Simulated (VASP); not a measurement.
Input of a VASP 6.6.1 run:

File INCAR:

```
SYSTEM = Ba16H
ALGO     = Normal         ! electronic algorithm
EDIFF    = 1E-6           ! SCF threshold, eV
ENCUT    = 520            ! plane-wave cutoff, eV
GGA      = PS             ! functional
ISIF     = 2              ! what is computed and relaxed
ISMEAR   = -1             ! smearing method
LASPH    = .TRUE.         ! aspherical terms in the spheres
LCHARG   = .FALSE.        ! write CHGCAR
LREAL    = Auto         
LWAVE    = .FALSE.        ! write WAVECAR
NBANDS   = 94             ! bands
NELM     = 80             ! most SCF steps
PREC     = Accurate       ! precision mode
SIGMA    = 0.1            ! smearing width, eV
```

The input KPOINTS:

```
k-points
0
G
  2 2 2
  0 0 0
```

POSCAR

```
Ba16H
1.0
   10.0400000000      0.0000000000      0.0000000000
    0.0000000000     10.0400000000      0.0000000000
    0.0000000000      0.0000000000     10.0400000000
Ba H
16 1
Direct
   -0.0181573705     -0.0003784861      0.0057370518
    0.4957370518     -0.0029282869      0.0533665339
    0.0272410359      0.5113545817     -0.0396115538
    0.0071812749     -0.0000199203      0.4958266932
    0.2645119522      0.2415139442      0.2452290837
    0.5148505976      0.4871713147     -0.0329681275
    0.5041832669     -0.0162848606      0.4853187251
    0.7964741036      0.2685059761      0.2111254980
    0.0101494024      0.5302689243      0.4860657371
    0.2758764940      0.7662051793      0.2437948207
    0.2421215139      0.2229183267      0.7810358566
    0.5052689243      0.4758764940      0.5085956175
    0.7303784861      0.7504880478      0.2369322709
    0.7716832669      0.2211055777      0.7404681275
    0.2285258964      0.7488844622      0.7793924303
    0.7760756972      0.7654780876      0.7233764940
    0.4827589641      0.8581274900      0.2374701195
```

Potentials or basis: VASP PAW PBE potentials, release 64 (Ba_sv, H).

The run is started by

```sh
$ cat potpaw_PBE.64/Ba_sv/POTCAR potpaw_PBE.64/H/POTCAR > POTCAR
$ mpirun -np 1 vasp_std > vasp.out
```

Task: What does it give for the band gap on the k mesh?

Result: Zero (an odd number of electrons rules out a gap without spin polarisation).

Task: Estimate the pressure.

Result: -0.2 GPa.

Task: Predict the largest force.

Result: 1.252 eV/Å.

Stress tensor (GPa, compression positive):
```
-0.25  0.10 -0.12
 0.10 -0.07 -0.17
-0.12 -0.17 -0.31
```

Caveat: the PAW data sets were made with another functional, which shifts forces and pressure a little; spin-orbit coupling is left out, which moves the levels of the heavy elements.
